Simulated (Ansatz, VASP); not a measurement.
One calculation of Ti, two programs

```
Ti
1.0
    -1.60495    1.60495    1.52470
     1.60495   -1.60495    1.52470
     1.60495    1.60495   -1.52470
Ti
1
Direct
  0.00000 0.00000 0.00000
```

Change from the starting cell: engineering shear strain xy +0.0000, normal strain along z -0.0500.

Alike in both runs: task single point; functional PBEsol; k mesh 20 × 20 × 20; occupations gaussian, width 0.15 eV; no spin polarisation.

|  | VASP | Ansatz |
| --- | --- | --- |
| version | VASP 6.6.1 | Ansatz 0.2.0 |
| potentials or method | VASP PAW PBE potentials, release 64 (Ti_sv), cutoff 520 eV | scalar-relativistic, plane waves, PAW |
| valence electrons in the cell | 12 | 12 |

|  | VASP | Ansatz | Ansatz less VASP |
| --- | --- | --- | --- |
| gap on the k mesh at the Fermi level (eV) | none | none | - |
| pressure (GPa) | 6.1 | 6.4 | +0.31 |
| traceless stress, the component that is largest in VASP (GPa) | -0.95 | -0.94 | +0.013 |

VASP's potentials were made for PBE, not for PBEsol, and Ansatz warns of the same on its side. A gap of «none» marks a metal or a gap that the smearing closes.
